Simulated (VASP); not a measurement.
Set up this calculation in VASP 6.6.1, as the native input.

* Task: single point
* Functional: RPBE
* Potentials or basis: VASP PAW PBE potentials, release 64 (Pd)
* Cutoff: 500 eV
* k mesh: 16 × 16 × 16
* Occupations: gaussian, width 0.1 eV
* Spin: no spin polarisation
* Dipole correction: no
* Further INCAR settings: ALGO = Normal; EDIFF = 1e-06; NBANDS = 11

The structure of Pd lies in POSCAR:

```
Pd
1.0
    0.0000000000      1.9902706961      1.9902706961
    1.9902706961      0.0000000000      1.9902706961
    1.9902706961      1.9902706961      0.0000000000
Pd
1
Direct
    0.0000000000      0.0000000000      0.0000000000
```

One way to write it, as run:

INCAR

```
  ALGO = Normal
  EDIFF = 1E-6
  ENCUT = 500
  GGA = RP
  GGA_COMPAT = F
  ISIF = 2
  ISMEAR = 0
  LASPH = T
  LCHARG = F
  LREAL = F
  LWAVE = F
  NBANDS = 11
  NELM = 120
  PREC = Accurate
  SIGMA = 0.1
```

KPOINTS

```
k-points
0
Gamma
  16 16 16
```

Potentials or basis: VASP PAW PBE potentials, release 64 (Pd).

Command:

```console
$ cat potpaw_PBE.64/Pd/POTCAR > POTCAR
$ mpirun -np 1 vasp_std > vasp.out
```

Results of the run:

- Pressure: -0.1 GPa
- Band gap on the k mesh: zero (bands 5 and 6 overlap by 1.42 eV)

Caveat: the PAW data sets were made with another functional, which shifts forces and pressure a little.

It took 14 s on 1 thread of Intel(R) Xeon(R) Platinum 8259CL CPU @ 2.50GHz (Skylake/Cascade Lake) (shared host), peak memory 0.15 GiB.
